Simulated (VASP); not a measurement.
# CdS (F-43m) in VASP: single point with PBE

Aim: the single point of CdS with PBE.

All numbers are computed with VASP 6.6.1; they aren't measurements. Logs are shortened: lines on timing, memory, paths and dates and some standing lists are left out, and cuts for length are marked.

## Step 1: The cell of the first run

The structure is cubic, space group F-43m (No. 216). Conventional cell: a = 5.927 Å, b = 5.927 Å, c = 5.927 Å, α = 90.00°, β = 90.00°, γ = 90.00°. Within 3.4 Å of Cd (site symmetry -43m) lie 4 S at 2.57 Å. Within 3.4 Å of S (site symmetry -43m) lie 4 Cd at 2.57 Å.

## Step 2: Single point, PBE, non-collinear spin, zero start, spin-orbit coupling

INCAR

```
SYSTEM = CdS
ALGO = Normal
EDIFF = 1E-6
ENCUT = 500
GGA = PE
GGA_COMPAT = .False.
ISIF = 2
ISMEAR = 0
LASPH = .True.
LCHARG = .False.
LORBIT = 11
LORBMOM = .True.
LREAL = .False.
LSORBIT = .True.
LWAVE = .False.
MAGMOM = 0 0 0 0 0 0 0 0 0 0 0 0
NBANDS = 50
NELM = 200
PREC = Accurate
SIGMA = 0.02
```

KPOINTS

```
k-points
0
Gamma
  6 6 6
  0 0 0
```

POSCAR

```
CdS
1.0
    4.1909899034      0.0000000000      0.0000000000
    0.0000000000      5.9269547729      0.0000000000
    0.0000000000      0.0000000000      4.1909899034
Cd S
2 2
Direct
    0.0000000000      0.0000000000      0.0000058500
    0.5000000000      0.5000000000      0.5000058500
    0.5000000000      0.2500000000      0.0000058500
    0.0000000000      0.7500000000      0.5000058500
```

Potentials or basis: VASP PAW PBE potentials, release 64 (Cd, S).

Run with:

```sh
cat potpaw_PBE.64/Cd/POTCAR potpaw_PBE.64/S/POTCAR > POTCAR
mpirun -np 1 vasp_ncl > vasp.out
```

OUTCAR:

```text
SYSTEM = CdS
   EDIFF = 1E-6
   ENCUT = 500
   GGA = PE
   ISIF = 2
   ISMEAR = 0
   LASPH = .True.
   LORBIT = 11
   LREAL = .False.
   LSORBIT = .True.
   NELM = 200
   PREC = Accurate

 ion  position               nearest neighbor table
   1  0.000  0.000  0.000-   3 2.57   4 2.57   4 2.57   3 2.57
   2  0.500  0.500  0.500-   3 2.57   4 2.57   3 2.57   4 2.57
   3  0.500  0.250  0.000-   1 2.57   2 2.57   2 2.57   1 2.57
   4  0.000  0.750  0.500-   1 2.57   2 2.57   1 2.57   2 2.57

  LATTYP: Found a simple tetragonal cell.
 ALAT       =     4.1909899034
 C/A-ratio  =     1.4142135652

  Lattice vectors:

 A1 = (  -4.1909899034,   0.0000000000,   0.0000000000)
 A2 = (   0.0000000000,   0.0000000000,   4.1909899034)
 A3 = (   0.0000000000,   5.9269547729,   0.0000000000)

Analysis of symmetry for initial positions (statically):
=====================================================================
 Subroutine PRICEL returns following result:

  LATTYP: Found a face centered cubic cell.
 ALAT       =     5.9269547670
[... 12 lines left out ...]
 Subroutine GETGRP returns: Found  8 space group operations
 (whereof  4 operations were pure point group operations)
 out of a pool of 16 trial point group operations.

The static configuration has the point symmetry     .
 The point group associated with its full space group is D_2d.

Analysis of symmetry for dynamics (positions and initial velocities):
=====================================================================
 Subroutine PRICEL returns following result:

  LATTYP: Found a face centered cubic cell.
 ALAT       =     5.9269547670
[... 12 lines left out ...]
 Subroutine GETGRP returns: Found  8 space group operations
 (whereof  4 operations were pure point group operations)
 out of a pool of 16 trial point group operations.

The dynamic configuration has the point symmetry D_2d.
 The point group associated with its full space group is D_2d.

Analysis of structural, dynamic, and magnetic symmetry:
=====================================================================
 Subroutine PRICEL returns following result:

  LATTYP: Found a face centered cubic cell.
 ALAT       =     5.9269547670
[... 12 lines left out ...]
 Subroutine GETGRP returns: Found  8 space group operations
 (whereof  4 operations were pure point group operations)
 out of a pool of 16 trial point group operations.

The overall configuration has the point symmetry D_2d.
 The point group associated with its full space group is D_2d.

 Subroutine INISYM returns: Found  8 space group operations
 (whereof  4 operations are pure point group operations),
 and found     2 'primitive' translations

----------------------------------------------------------------------------------------

                                     Primitive cell

  volume of cell :      52.0517

  direct lattice vectors                    reciprocal lattice vectors
    -2.095494952  2.963477386  2.095494952    -0.238607113  0.168720707  0.000000000
     0.000000000  0.000000000  4.190989903     0.000000000 -0.168720707  0.238607113
     2.095494952  2.963477386  2.095494952     0.238607113  0.168720707  0.000000000

  length of vectors
     4.190989908  4.190989903  4.190989908     0.292232837  0.292232837  0.292232837

  position of ions in fractional coordinates (direct lattice)
     0.000000000  0.000005850  0.000000000
     0.750000000  0.750005850  0.750000000

  ion indices of the primitive-cell ions
   primitive index   ion index
                 1           1
                 2           3

----------------------------------------------------------------------------------------

 KPOINTS: k-points

Automatic generation of k-mesh.
 Grid dimensions read from file:
 generate k-points for:    6    6    6

 Generating k-lattice:

  Cartesian coordinates                     Fractional coordinates (reciprocal lattice)
     0.039767852  0.000000000  0.000000000     0.166666667  0.000000000  0.000000000
     0.000000000  0.028120118  0.000000000     0.000000000  0.166666667  0.000000000
     0.000000000  0.000000000  0.039767852     0.000000000  0.000000000  0.166666667

  Length of vectors
     0.039767852  0.028120118  0.039767852

[... 103 lines left out ...]
  energy without entropy =      -12.35103604  energy(sigma->0) =      -12.35103604

 E-fermi :   1.0584     XC(G=0):  -8.9270

 val. band max:        0.9323639663   @ k =   0.0000   0.0000   0.0000
 cond. band min:       1.9589401375   @ k =   0.0000   0.0000   0.0000
 fundamental gap:      1.0265761711
 Fermi energy:         1.0584115747

 k-point     1 :       0.0000    0.0000    0.0000
  band No.  band energies     occupation
      1     -11.1723      1.00000
      2     -11.1723      1.00000
      3     -10.6747      1.00000
      4     -10.6747      1.00000
      5      -6.9282      1.00000
      6      -6.9282      1.00000
[... 1213 lines left out ...]
     47       8.2581      0.00000
     48       8.2811      0.00000

 [... further k-points ...]

 [bands above 48 left out]

------------------------ aborting loop because EDIFF is reached ----------------------------------------

  FORCE on cell =-STRESS in cart. coord.  units (eV):
  Direction    XX          YY          ZZ          XY          YZ          ZX
  --------------------------------------------------------------------------------------
  -------------------------------------------------------------------------------------
  Total        0.1650692      0.1554288      0.1650692     -0.0000000      0.0000000      0.0000000
  in kB        2.5404570      2.3920891      2.5404570     -0.0000000      0.0000000      0.0000000
  external PRESSURE =       2.4910010 kB  Pullay stress =       0.0000000 kB

 VOLUME and BASIS-vectors are now :
 -----------------------------------------------------------------------------
  energy-cutoff  :      500.00
  volume of cell :      104.10
      direct lattice vectors                 reciprocal lattice vectors
     4.190989903  0.000000000  0.000000000     0.238607113  0.000000000  0.000000000
     0.000000000  5.926954773  0.000000000     0.000000000  0.168720707  0.000000000
     0.000000000  0.000000000  4.190989903     0.000000000  0.000000000  0.238607113

 POSITION                                       TOTAL-FORCE (eV/Angst)
 -----------------------------------------------------------------------------------
      0.00000      0.00000      0.00002        -0.000000     -0.000000     -0.000000
      2.09549      2.96348      2.09552        -0.000000     -0.000000     -0.000000
      2.09549      1.48174      0.00002        -0.000000      0.000000      0.000000
      0.00000      4.44522      2.09552         0.000000      0.000000      0.000000
 -----------------------------------------------------------------------------------
    total drift:                                0.000000     -0.000000     -0.016025

  FREE ENERGIE OF THE ION-ELECTRON SYSTEM (eV)
  ---------------------------------------------------
  free  energy   TOTEN  =       -12.3510360403 eV

  energy  without entropy=      -12.3510360403  energy(sigma->0) =      -12.35103604

 orbital moment (x)

 # of ion     p       d       tot
 ----------------------------------------
  1         0.000   0.000   0.000
  2         0.000   0.000   0.000
  3         0.000   0.000   0.000
  4         0.000   0.000   0.000
 ----------------------------------------
            0.000   0.000   0.000

 orbital moment (y)

 # of ion     p       d       tot
 ----------------------------------------
  1         0.000  -0.000  -0.000
  2        -0.000  -0.000  -0.000
  3         0.000   0.000   0.000
  4        -0.000   0.000  -0.000
 ----------------------------------------
           -0.000  -0.000  -0.000

 orbital moment (z)

 # of ion     p       d       tot
 ----------------------------------------
  1         0.000  -0.000  -0.000
  2         0.000  -0.000  -0.000
  3         0.000   0.000   0.000
  4         0.000   0.000   0.000
 ----------------------------------------
            0.000  -0.000  -0.000

 Spin-Orbit-Coupling matrix elements

 Ion:    1  E_soc:     -0.0557625
 l=   1
     0.0000000    -0.0023254    -0.0023254
    -0.0023254     0.0000000    -0.0023261
    -0.0023254    -0.0023261     0.0000000
 l=   2
     0.0000000    -0.0014187     0.0000000    -0.0013872    -0.0055809
    -0.0014187     0.0000000    -0.0042092    -0.0013872    -0.0013717
     0.0000000    -0.0042092     0.0000000    -0.0041621     0.0000000
    -0.0013872    -0.0013872    -0.0041621     0.0000000    -0.0013874
    -0.0055809    -0.0013717     0.0000000    -0.0013874     0.0000000
 l=   3
     0.0000000     0.0000000     0.0000000     0.0000000     0.0000000     0.0000000     0.0000000
     0.0000000     0.0000000     0.0000000     0.0000000     0.0000000     0.0000000     0.0000000
     0.0000000     0.0000000     0.0000000     0.0000000     0.0000000     0.0000000     0.0000000
     0.0000000     0.0000000     0.0000000     0.0000000     0.0000000     0.0000000     0.0000000
[... 49 lines left out ...]
 l=   2
     0.0000000     0.0000000     0.0000000     0.0000000     0.0000000
     0.0000000     0.0000000     0.0000000     0.0000000     0.0000000
     0.0000000     0.0000000     0.0000000     0.0000000     0.0000000
     0.0000000     0.0000000     0.0000000     0.0000000     0.0000000
     0.0000000     0.0000000     0.0000000     0.0000000     0.0000000
 l=   3
     0.0000000     0.0000000     0.0000000     0.0000000     0.0000000     0.0000000     0.0000000
     0.0000000     0.0000000     0.0000000     0.0000000     0.0000000     0.0000000     0.0000000
     0.0000000     0.0000000     0.0000000     0.0000000     0.0000000     0.0000000     0.0000000
     0.0000000     0.0000000     0.0000000     0.0000000     0.0000000     0.0000000     0.0000000
     0.0000000     0.0000000     0.0000000     0.0000000     0.0000000     0.0000000     0.0000000
     0.0000000     0.0000000     0.0000000     0.0000000     0.0000000     0.0000000     0.0000000
     0.0000000     0.0000000     0.0000000     0.0000000     0.0000000     0.0000000     0.0000000

 total charge

# of ion       s       p       d       tot
------------------------------------------
    1        0.418   0.300   9.564  10.282
    2        0.418   0.300   9.564  10.282
    3        1.325   2.382   0.000   3.707
    4        1.325   2.382   0.000   3.707
--------------------------------------------------
tot          3.485   5.365  19.128  27.978

 magnetization (x)

# of ion       s       p       d       tot
------------------------------------------
    1       -0.000  -0.000  -0.000  -0.000
    2        0.000  -0.000  -0.000  -0.000
    3        0.000  -0.000   0.000  -0.000
    4       -0.000  -0.000   0.000  -0.000
--------------------------------------------------
tot          0.000  -0.000  -0.000  -0.000

 magnetization (y)

# of ion       s       p       d       tot
------------------------------------------
    1        0.000   0.000   0.000   0.000
    2        0.000   0.000   0.000   0.000
    3       -0.000   0.000   0.000   0.000
    4       -0.000   0.000   0.000   0.000
--------------------------------------------------
tot         -0.000   0.000   0.000   0.000

 magnetization (z)

# of ion       s       p       d       tot
------------------------------------------
    1       -0.000   0.000  -0.000   0.000
    2        0.000   0.000   0.000   0.000
    3        0.000   0.000   0.000   0.000
    4        0.000   0.000   0.000   0.000
--------------------------------------------------
tot          0.000   0.000   0.000   0.000
```

It took 19 min on 1 thread of Intel Xeon 8259CL, shared host; peak memory 0.6 GiB.

What came out:

* Free energy: -12.3510 eV
* Pressure: 0.2 GPa
* Net moment: 0.00 μB per cell
* Valence electrons inside the program's atomic spheres: Cd 10.28; S 3.71

Moments on the atoms (μB; x, y, z):
```
Cd  0.00 0.00 0.00
Cd  0.00 0.00 0.00
S   0.00 0.00 0.00
S   0.00 0.00 0.00
```
